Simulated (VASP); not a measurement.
Write the native input for VASP 6.6.1 that does the following.

```
Task                   : single point
Functional             : PBE
Potentials or basis    : VASP PAW PBE potentials, release 64 (In_d)
Cutoff                 : 520 eV
k mesh                 : 13 × 13 × 7
Occupations            : fermi-dirac, width 0.08 eV
Spin                   : no spin polarisation
Dipole correction      : no
Further INCAR settings : ALGO = Normal; EDIFF = 1e-06; NBANDS = 20
```

The structure of In lies in POSCAR:

```
In
1.0
    2.7906536742      0.0000000000      0.0000000000
   -1.3953268371      2.4167769750      0.0000000000
    0.0000000000      0.0000000000      4.5309621565
In
2
Direct
    0.3333333333      0.6666666667      0.2500000000
    0.6666666667      0.3333333333      0.7500000000
```

This cell differs from its parent crystal: volume scaled by 0.55.

These files were run (other wordings do the same):

INCAR

```
SYSTEM = In
PREC = Accurate
ENCUT = 520
EDIFF = 1E-6
ISMEAR = -1
SIGMA = 0.08
LREAL = .FALSE.
LASPH = .TRUE.
NELM = 100
ALGO = Normal
ISIF = 2
LWAVE = .FALSE.
LCHARG = .FALSE.
GGA = PE
NBANDS = 20
```

KPOINTS

```
Automatic mesh
0
G
  13 13 7
  0 0 0
```

Potentials or basis: VASP PAW PBE potentials, release 64 (In_d).

Launch:

```sh
$ cat potpaw_PBE.64/In_d/POTCAR > POTCAR
$ mpirun -np 1 vasp_std > vasp.out
```

It gave:

```
Pressure               : 95.0 GPa
Band gap on the k mesh : zero (band 13 reaches 20.60 eV, above the bottom of band 14 at 13.01 eV)
```

Caveat: spin-orbit coupling is left out, which moves the levels of the heavy elements.

Run time: 55 s on 1 thread of Intel Xeon 8259CL, on a shared host, peak memory 0.18 GiB.
